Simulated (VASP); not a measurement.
Input of a VASP 6.6.1 run:

Contents of POSCAR:

```
SnTe
1.0
    0.0000000000      3.5692168358      3.5692168358
    3.5692168358      0.0000000000      3.5692168358
    3.5692168358      3.5692168358      0.0000000000
Te Sn
1 1
Direct
    0.2500000000      0.2500000000      0.2500000000
    0.0000000000      0.0000000000      0.0000000000
```

INCAR.step1

```
SYSTEM = SnTe
  PREC = Accurate
  ENCUT = 520
  ISMEAR = -1
  SIGMA = 0.05
  LREAL = .FALSE.
  LASPH = .TRUE.
  NELM = 100
  NBANDS = 17
  GGA = PE
  ALGO = Normal
  EDIFF = 1E-4
  LWAVE = .TRUE.
  LCHARG = .FALSE.
```

File INCAR.step2:

```
SYSTEM = SnTe
  PREC = Accurate
  ENCUT = 520
  EDIFF = 1E-6
  ISMEAR = -1
  SIGMA = 0.05
  LREAL = .FALSE.
  LASPH = .TRUE.
  NELM = 100
  ALGO = Normal
  ISIF = 2
  LWAVE = .FALSE.
  LCHARG = .FALSE.
  METAGGA = R2SCAN
  LMIXTAU = .TRUE.
  IVDW = 13
  VDW_S6 = 1.0
  VDW_S8 = 0.6018749
  VDW_A1 = 0.51559235
  VDW_A2 = 5.77342911
  NBANDS = 17
  ISTART = 1
```

Contents of KPOINTS:

```
Automatic mesh
0
G
  7 7 7
  0 0 0
```

Potentials or basis: VASP PAW PBE potentials, release 64 (Te, Sn_d).

Command:

```bash
$ cat potpaw_PBE.64/Te/POTCAR potpaw_PBE.64/Sn_d/POTCAR > POTCAR
$ cp INCAR.step1 INCAR
$ mpirun -np 1 vasp_std > vasp.out
$ cp INCAR.step2 INCAR
$ mpirun -np 1 vasp_std > vasp.out
```

What does it give for the pressure?

0.0 GPa.

What does it give for the dispersion energy per atom?

-0.113 eV.

What does it give for the band gap on the k mesh?

0.31 eV (least direct gap 0.89 eV).

Caveat: semilocal functionals underestimate gaps, and a narrow one can read as zero; the PAW data sets were made with another functional, which shifts forces and pressure a little; spin-orbit coupling is left out, which moves the levels of the heavy elements; an odd mesh through Γ misses points on the zone boundary, where band edges can lie.
